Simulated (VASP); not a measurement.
# Al15Co (a cell with a defect) in VASP: a series of runs

The runs below take Al15Co (a cell with a defect) through single point, relaxation of the atoms, with PBE.

All numbers are computed with VASP 6.6.1; they aren't measurements. Logs are shortened: lines on timing, memory, paths and dates and some standing lists are left out, and cuts for length are marked.

**1. The cell of the first run**

The cell holds a defect, 16 atoms: a = 7.000 Å, b = 7.000 Å, c = 7.000 Å, α = 109.47°, β = 109.47°, γ = 109.47°.

**2. Single point, PBE, collinear spin, ferromagnetic start**

INCAR

```
SYSTEM = Al15Co
PREC = Accurate ; ENCUT = 520
EDIFF = 1E-6 ; ISMEAR = 0
SIGMA = 0.1 ; LREAL = Auto
LASPH = .TRUE. ; NELM = 150
ALGO = Normal ; ISIF = 2
LWAVE = .FALSE. ; LCHARG = .FALSE.
ISPIN = 2 ; MAGMOM = 3 0 0 0 0 0 0 0 0 0 0 0 0 0 0 0
LORBIT = 11 ; LMAXMIX = 4
GGA = PE ; NBANDS = 45
```

KPOINTS

```
Automatic mesh
0
G
  7 7 7
  0 0 0
```

POSCAR

```
Al15Co
1.0
   -4.0416209214      4.0416209214     -4.0416209214
    4.0416209214      4.0416209214      4.0416209214
    4.0416209214     -4.0416209214     -4.0416209214
Co Al
1 15
Direct
    0.2500000000      0.0000000000      0.7500000000
    0.0056894847      0.2443105153      0.7500000000
    0.4943105153      0.0000000000      0.5056894847
    0.7500000000      0.5000000000      0.7500000000
    0.2500000000      0.2443105153      0.5056894847
    0.4943105153      0.7556894847      0.7500000000
    0.0056894847      0.5113789694      0.5056894847
    0.7500000000      0.0000000000      0.2500000000
    0.4943105153      0.2443105153      0.2386210306
    0.7613789694      0.7556894847      0.5056894847
    0.0056894847      0.0000000000     -0.0056894847
    0.2500000000      0.5000000000      0.2500000000
    0.0056894847      0.7556894847      0.2613789694
    0.7386210306      0.2443105153     -0.0056894847
    0.4943105153      0.4886210306     -0.0056894847
    0.2500000000      0.7556894847     -0.0056894847
```

Potentials or basis: VASP PAW PBE potentials, release 64 (Co, Al).

Run with:

```sh
$ cat potpaw_PBE.64/Co/POTCAR potpaw_PBE.64/Al/POTCAR > POTCAR
$ mpirun -np 1 vasp_std > vasp.out
```

OUTCAR:

```text
SYSTEM = Al15Co
   PREC = Accurate
   ENCUT = 520
   EDIFF = 1E-6
   ISMEAR = 0
   LREAL = Auto
   LASPH = .TRUE.
   NELM = 150
   ISIF = 2
   ISPIN = 2
   LORBIT = 11
   GGA = PE

 ion  position               nearest neighbor table
   1  0.250  0.000  0.750-   2 2.79   3 2.79   5 2.79   6 2.79   7 2.79   9 2.79  10 2.79  11 2.79
                            13 2.79  14 2.79  15 2.79  16 2.79
   2  0.006  0.244  0.750-   1 2.79   5 2.79  10 2.79  11 2.79  15 2.79  12 2.86   8 2.86   4 2.92
                            14 2.92   7 2.92  16 2.92   3 2.92
   3  0.494  0.000  0.506-   1 2.79   5 2.79   6 2.79  13 2.79  14 2.79   4 2.86  12 2.86   8 2.92
                             2 2.92   9 2.92  16 2.92  10 2.92
   4  0.750  0.500  0.750-   7 2.86  10 2.86  11 2.86  14 2.86  15 2.86  16 2.86   3 2.86   5 2.86
                             6 2.92   9 2.92  13 2.92   2 2.92
   5  0.250  0.244  0.506-   1 2.79   2 2.79   3 2.79  13 2.79  15 2.79   4 2.86   8 2.86  12 2.92
                             7 2.92   9 2.92  11 2.92   6 2.92
   6  0.494  0.756  0.750-   1 2.79   3 2.79   7 2.79  14 2.79  16 2.79   8 2.86  12 2.86   4 2.92
                            15 2.92  10 2.92  11 2.92   5 2.92
   7  0.006  0.511  0.506-   1 2.79   6 2.79  10 2.79  13 2.79  16 2.79   4 2.86  12 2.86   8 2.92
                             2 2.92  14 2.92   5 2.92   9 2.92
   8  0.750  0.000  0.250-   2 2.86   5 2.86   9 2.86  10 2.86  13 2.86  14 2.86   6 2.86  16 2.86
                             7 2.92  11 2.92  15 2.92   3 2.92
   9  0.494  0.244  0.239-   1 2.79  11 2.79  14 2.79  15 2.79  16 2.79  12 2.86   8 2.86   4 2.92
                             3 2.92   5 2.92   7 2.92  10 2.92
  10  0.761  0.756  0.506-   1 2.79   2 2.79   7 2.79  11 2.79  13 2.79   4 2.86   8 2.86  12 2.92
                             6 2.92  15 2.92   9 2.92   3 2.92
  11  0.006  0.000  0.994-   1 2.79   2 2.79   9 2.79  10 2.79  16 2.79  12 2.86   4 2.86   8 2.92
                            14 2.92   5 2.92  13 2.92   6 2.92
  12  0.250  0.500  0.250-   3 2.86   6 2.86   7 2.86   9 2.86  13 2.86  15 2.86   2 2.86  11 2.86
                            16 2.92   5 2.92  10 2.92  14 2.92
  13  0.006  0.756  0.261-   1 2.79   3 2.79   5 2.79   7 2.79  10 2.79   8 2.86  12 2.86   4 2.92
                            16 2.92  11 2.92  14 2.92  15 2.92
  14  0.739  0.244  0.994-   1 2.79   3 2.79   6 2.79   9 2.79  15 2.79   4 2.86   8 2.86  12 2.92
                             7 2.92  13 2.92  11 2.92   2 2.92
  15  0.494  0.489  0.994-   1 2.79   2 2.79   5 2.79   9 2.79  14 2.79  12 2.86   4 2.86   8 2.92
                            13 2.92  10 2.92   6 2.92  16 2.92
  16  0.250  0.756  0.994-   1 2.79   6 2.79   7 2.79   9 2.79  11 2.79   8 2.86   4 2.86  12 2.92
                            13 2.92  15 2.92   2 2.92   3 2.92

  LATTYP: Found a body centered cubic cell.
 ALAT       =     8.0832418428

  Lattice vectors:

 A1 = (  -4.0416209214,   4.0416209214,  -4.0416209214)
 A2 = (   4.0416209214,   4.0416209214,   4.0416209214)
 A3 = (   4.0416209214,  -4.0416209214,  -4.0416209214)

Analysis of symmetry for initial positions (statically):
=====================================================================
 Subroutine PRICEL returns:
 Original cell was already a primitive cell.

 Routine SETGRP: Setting up the symmetry group for a
 body centered cubic supercell.

 Subroutine GETGRP returns: Found 48 space group operations
 (whereof  4 operations were pure point group operations)
 out of a pool of 48 trial point group operations.

The static configuration has the point symmetry C_2v.
 The point group associated with its full space group is O_h .

Analysis of symmetry for dynamics (positions and initial velocities):
=====================================================================
 Subroutine PRICEL returns:
 Original cell was already a primitive cell.

 Routine SETGRP: Setting up the symmetry group for a
 body centered cubic supercell.

 Subroutine GETGRP returns: Found 48 space group operations
 (whereof  4 operations were pure point group operations)
 out of a pool of 48 trial point group operations.

The dynamic configuration has the point symmetry C_2v.
 The point group associated with its full space group is O_h .

Analysis of structural, dynamic, and magnetic symmetry:
=====================================================================
 Subroutine PRICEL returns:
 Original cell was already a primitive cell.

 Routine SETGRP: Setting up the symmetry group for a
 body centered cubic supercell.

 Subroutine GETGRP returns: Found 48 space group operations
 (whereof  4 operations were pure point group operations)
 out of a pool of 48 trial point group operations.

The overall configuration has the point symmetry C_2v.
 The point group associated with its full space group is O_h .

 Subroutine INISYM returns: Found 48 space group operations
 (whereof  4 operations are pure point group operations),
 and found     1 'primitive' translations

----------------------------------------------------------------------------------------

                                     Primitive cell

  volume of cell :     264.0747

[... 116 lines left out ...]
   NFREE  =      0    steps in history (QN), initial steepest desc. (CG)
   ISIF   =      2    stress and relaxation
   ISYM   =      2    0-nonsym 1-usesym 2-fastsym
   POTIM  = 0.5000    time-step for ionic-motion
   TEBEG  =    0.0;   TEEND  =   0.0 temperature during run
   PSTRESS=    0.0 pullay stress
   NELECT =      54.0000    total number of electrons
   NUPDOWN=      -1.0000    fix difference up-down
   EMIN   =  10.00;   EMAX   =-10.00  energy-range for DOS
   EFERMI =   0.00;   METHOD = LEGACY
   ISMEAR =     0;   SIGMA  =   0.10  broadening in eV -4-tet -1-fermi 0-gaus
   EFERMI_NEDOS =   21; number of points for ismear=-14 and -15
   IALGO  =     38    algorithm
   IMIX   =      4    mixing-type and parameters
     AMIX     =   0.40;   BMIX     =  1.00
     AMIX_MAG =   1.60;   BMIX_MAG =  1.00
  volume/ion in A,a.u.               =      16.50       111.38
  Fermi-wavevector in a.u.,A,eV,Ry     =   0.964489  1.822620 12.656664  0.930239
  Thomas-Fermi vector in A             =   2.094124
   LORBIT       =     11    0 simple, 1 ext, 2 COOP (PROOUT), +10 PAW based schemes
   GGA     = PE    functional components
   LHFCALC =     F    Hartree Fock is set to
   AEXX    =    0.0000 exact exchange contribution
   IVDW    =     0    specifies the selected vdW correction
   LEPSILON=     F    determine dielectric tensor
   LRPA    =     F    only Hartree local field effects (RPA)
 spin polarized calculation
 Gauss-broadening in eV      SIGMA  =   0.10
  energy-cutoff  :      520.00
  volume of cell :      264.07
 maximum number of plane-waves:      7147
 NGX is ok and might be reduce to    54
   NGX = 25   NGY = 25   NGZ = 25

 number of electron      53.9999994 magnetization      -0.0435269

 number of electron      53.9999993 magnetization       0.0008666

 Free energy of the ion-electron system (eV)
  ---------------------------------------------------
  ext. energy  EPLUGINS =         0.00000000
  ---------------------------------------------------
  free energy    TOTEN  =       -63.62564242 eV

  energy without entropy =      -63.58603518  energy(sigma->0) =      -63.60583880

 E-fermi :   7.8526     XC(G=0): -10.2507

 val. band max:        7.8506652890   @ k =   0.4286   0.1429   0.0000
 cond. band min:       7.8668485297   @ k =  -0.2857   0.2857   0.2857
 fundamental gap:      0.0161832407
 Fermi energy:         7.8525852169

 spin component 1

 k-point     1 :       0.0000    0.0000    0.0000
  band No.  band energies     occupation
      1      -3.0742      1.00000
      2       1.1677      1.00000
      3       1.1677      1.00000
      4       1.1677      1.00000
      5       1.2811      1.00000
      6       1.2811      1.00000
[... 829 lines left out ...]
     38       9.4101      0.00000
     39       9.5697      0.00000
 Fermi energy:         7.8525852169

 spin component 2

 k-point     1 :       0.0000    0.0000    0.0000
  band No.  band energies     occupation
      1      -3.0742      1.00000
      2       1.1677      1.00000
      3       1.1677      1.00000
      4       1.1677      1.00000
      5       1.2811      1.00000
      6       1.2811      1.00000
[... 829 lines left out ...]
     38       9.4101      0.00000
     39       9.5698      0.00000
 [bands above 39 left out]

------------------------ aborting loop because EDIFF is reached ----------------------------------------

  FORCE on cell =-STRESS in cart. coord.  units (eV):
  Direction    XX          YY          ZZ          XY          YZ          ZX
  --------------------------------------------------------------------------------------
  -------------------------------------------------------------------------------------
  Total       -5.8768420     -5.8768420     -5.8768420      0.0000000      0.0000000      0.0000000
  in kB      -35.6556102    -35.6556102    -35.6556102      0.0000000      0.0000000      0.0000000
  external PRESSURE =     -35.6556102 kB  Pullay stress =       0.0000000 kB

 VOLUME and BASIS-vectors are now :
 -----------------------------------------------------------------------------
  energy-cutoff  :      520.00
  volume of cell :      264.07
      direct lattice vectors                 reciprocal lattice vectors
    -4.041620921  4.041620921 -4.041620921     0.000000000  0.123712740 -0.123712740
     4.041620921  4.041620921  4.041620921     0.123712740  0.123712740  0.000000000
     4.041620921 -4.041620921 -4.041620921     0.123712740  0.000000000 -0.123712740

 POSITION                                       TOTAL-FORCE (eV/Angst)
 -----------------------------------------------------------------------------------
      2.02081     -2.02081     -4.04162         0.000000      0.000000      0.000000
      3.99563     -2.02081     -2.06680         0.000735      0.000000      0.000735
      0.04599     -0.04599     -4.04162        -0.000735      0.000735      0.000000
      2.02081      2.02081     -4.04162         0.000000      0.000000      0.000000
      2.02081     -0.04599     -2.06680         0.000000      0.000735      0.000735
      4.08761      2.02081     -1.97482        -0.000735      0.000000     -0.000735
[... 8 lines left out ...]
      3.99563     -0.04599     -4.04162         0.000735      0.000735      0.000000
      6.06243      0.04599     -1.97482         0.000000     -0.000735     -0.000735
 -----------------------------------------------------------------------------------
    total drift:                                0.000000     -0.000000     -0.000000

  FREE ENERGIE OF THE ION-ELECTRON SYSTEM (eV)
  ---------------------------------------------------
  free  energy   TOTEN  =       -63.6256424223 eV

  energy  without entropy=      -63.5860351826  energy(sigma->0) =      -63.60583880

 total charge

# of ion       s       p       d       tot
------------------------------------------
    1        0.371   0.334   7.370   8.075
    2        0.422   0.338   0.000   0.759
    3        0.422   0.338   0.000   0.759
    4        0.443   0.327   0.000   0.770
    5        0.422   0.338   0.000   0.759
    6        0.422   0.338   0.000   0.759
[... 8 lines left out ...]
   15        0.422   0.338   0.000   0.759
   16        0.422   0.338   0.000   0.759
--------------------------------------------------
tot          6.759   5.364   7.370  19.494

 magnetization (x)

# of ion       s       p       d       tot
------------------------------------------
    1        0.000  -0.000   0.001   0.001
    2        0.000  -0.000   0.000  -0.000
    3        0.000  -0.000   0.000  -0.000
    4       -0.000   0.000   0.000  -0.000
    5        0.000  -0.000   0.000  -0.000
    6        0.000  -0.000   0.000  -0.000
[... 8 lines left out ...]
   15        0.000  -0.000   0.000  -0.000
   16        0.000  -0.000   0.000  -0.000
--------------------------------------------------
tot          0.000  -0.000   0.001   0.001
```

It took 24 min on 1 thread of Intel Xeon Platinum 8259CL at 2.50GHz (Skylake/Cascade Lake), shared host; peak memory 0.67 GiB.

Results:

- Free energy: -63.6256 eV
- Pressure: -3.6 GPa
- Band gap on the k mesh: zero (filled and empty bands overlap)
- Net moment: 0.00 μB per cell
- Valence electrons inside the program's atomic spheres: Co 8.07; Al 0.76, 0.77

Levels at points of the mesh, in eV from the Fermi level:
Spin up:
```
           k point  band 23  band 24  band 25  band 26  band 27  band 28  band 29  band 30  band 31  band 32
(0.00, 0.00, 0.00)    -0.24    -0.24     0.93     1.31     1.31     1.31     1.43     1.43     1.75     1.75
```
Spin down:
| k point | band 25 | band 26 | band 27 | band 28 | band 29 | band 30 |
| --- | --- | --- | --- | --- | --- | --- |
| (0.00, 0.00, 0.00) | 0.93 | 1.31 | 1.31 | 1.31 | 1.43 | 1.43 |

Caveat: the starting moments collapsed, and a magnetic state may lie lower.

**3. Relaxation of the atoms, PBE, collinear spin, ferromagnetic start**

INCAR

```
SYSTEM = Al15Co
PREC     = Accurate       ! precision mode
ENCUT    = 520            ! plane-wave cutoff, eV
EDIFF    = 1E-6           ! SCF threshold, eV
ISMEAR   = 0              ! smearing method
SIGMA    = 0.1            ! smearing width, eV
LREAL    = Auto         
LASPH    = .True.         ! aspherical terms in the spheres
NELM     = 150            ! most SCF steps
ALGO     = Normal         ! electronic algorithm
ISIF     = 2              ! what is computed and relaxed
LWAVE    = .False.        ! write WAVECAR
LCHARG   = .False.        ! write CHGCAR
ISPIN    = 2              ! spin polarisation
MAGMOM   = 3 0 0 0 0 0 0 0 0 0 0 0 0 0 0 0 ! initial moments
LORBIT   = 11             ! projections on sites
LMAXMIX  = 4              ! l up to which the mixer works
GGA      = PE             ! functional
IBRION   = 2              ! ionic algorithm
NSW      = 65             ! ionic steps
EDIFFG   = -0.025         ! ionic threshold
```

KPOINTS

```
regular mesh
0
Gamma
  1 1 1
  0 0 0
```

POSCAR

```
Al15Co
1.0
   -4.0416209214     -4.0416209214      4.0416209214
    4.0416209214      4.0416209214      4.0416209214
   -4.0416209214      4.0416209214     -4.0416209214
Co Al
1 15
Direct
    0.0000000000      0.0000000000      0.0000000000
    0.2500000000      0.0000000000      0.7500000000
    0.0000000000      0.2500000000      0.7500000000
    0.5000000000      0.0000000000      0.5000000000
    0.2500000000      0.2500000000      0.5000000000
    0.0000000000      0.5000000000      0.5000000000
    0.7500000000      0.0000000000      0.2500000000
    0.5000000000      0.2500000000      0.2500000000
    0.2500000000      0.5000000000      0.2500000000
    0.0000000000      0.7500000000      0.2500000000
    0.7500000000      0.2500000000      0.0000000000
    0.5000000000      0.5000000000      0.0000000000
    0.2500000000      0.7500000000      0.0000000000
    0.7500000000      0.5000000000      0.7500000000
    0.5000000000      0.7500000000      0.7500000000
    0.7500000000      0.7500000000      0.5000000000
```

Potentials or basis: VASP PAW PBE potentials, release 64 (Co, Al).

Run with:

```sh
$ cat potpaw_PBE.64/Co/POTCAR potpaw_PBE.64/Al/POTCAR > POTCAR
$ mpirun -np 1 vasp_gam > vasp.out
```

Run time: 7.8 min. Hardware: 1 thread of Intel Xeon Platinum 8375C at 2.90GHz (Ice Lake), shared host; peak memory 0.49 GiB.

Results (log left out):

| Quantity | Value |
| --- | --- |
| Free energy | -56.9756 eV |
| Energy gained by relaxing | 70.0 meV/atom |
| Ionic steps | 6 |
| Pressure after relaxing | 1.4 GPa |
| Largest force after relaxing | 0.006 eV/Å |
| Band gap on the k mesh | zero (filled and empty bands touch) |
| Net moment | 4.00 μB per cell |
| Site moments | Co -0.08; Al +0.05, +0.06 μB |
| Valence electrons inside the program's atomic spheres | Co 8.32; Al 0.78, 0.73 |

Forces in eV/Å, atoms in the order of the input:
```
Co   0.000  0.000  0.000
Al   0.000 -0.005  0.005
Al   0.005  0.000  0.005
Al   0.000  0.000  0.000
Al  -0.005  0.005  0.000
Al   0.000  0.000  0.000
Al   0.000  0.005 -0.005
Al  -0.005  0.000  0.005
Al   0.000  0.005  0.005
Al  -0.005  0.000 -0.005
Al   0.005  0.005  0.000
Al   0.000  0.000  0.000
Al  -0.005 -0.005  0.000
Al   0.000 -0.005 -0.005
Al   0.005  0.000 -0.005
Al   0.005 -0.005  0.000
```

The path:
```
step  energy change (eV)  largest force (eV/Å)  pressure (GPa)
   1              0.0000                0.8397           -1.58
   2             -0.3179                0.4603           -1.60
   3             -0.4570                0.5345           -1.12
   4             -1.0803                0.2743            0.72
   5              0.5218                1.6923            8.80
   6             -1.1200                0.0064            1.39
```

Final structure:
```yaml
crystal:
  lattice:
    - [-4.04162, -4.04162, 4.04162]
    - [4.04162, 4.04162, 4.04162]
    - [-4.04162, 4.04162, -4.04162]
  atoms:
    - { symbol: Co, position: [0.00000, 0.00000, 0.00000] }
    - { symbol: Al, position: [0.23296, 0.00000, 0.76704] }
    - { symbol: Al, position: [0.00000, 0.23296, 0.76704] }
    - { symbol: Al, position: [0.50000, 0.00000, 0.50000] }
    - { symbol: Al, position: [0.23296, 0.23296, 0.46591] }
    - { symbol: Al, position: [0.00000, 0.50000, 0.50000] }
    - { symbol: Al, position: [0.76704, 0.00000, 0.23296] }
    - { symbol: Al, position: [0.46591, 0.23296, 0.23296] }
    - { symbol: Al, position: [0.23296, 0.46591, 0.23296] }
    - { symbol: Al, position: [0.00000, 0.76704, 0.23296] }
    - { symbol: Al, position: [0.76704, 0.23296, 0.00000] }
    - { symbol: Al, position: [0.50000, 0.50000, 0.00000] }
    - { symbol: Al, position: [0.23296, 0.76704, 0.00000] }
    - { symbol: Al, position: [0.76704, 0.53409, 0.76704] }
    - { symbol: Al, position: [0.53409, 0.76704, 0.76704] }
    - { symbol: Al, position: [0.76704, 0.76704, 0.53409] }
```

Levels at points of the mesh, in eV from the Fermi level:
Spin up:
```csv
k point,band 24,band 25,band 26,band 27,band 28,band 29,band 30,band 31,band 32,band 33
"(0.00, 0.00, 0.00)",-1.42,-1.23,-0.36,-0.36,-0.36,0.03,0.03,0.03,0.28,0.80
```
Spin down:
| k point | band 22 | band 23 | band 24 | band 25 | band 26 | band 27 | band 28 | band 29 |
| --- | --- | --- | --- | --- | --- | --- | --- | --- |
| (0.00, 0.00, 0.00) | -2.68 | -1.32 | -1.32 | -1.08 | 0.30 | 0.30 | 0.30 | 0.48 |

Caveat: the k points lie up to 1.10 Å⁻¹ apart.
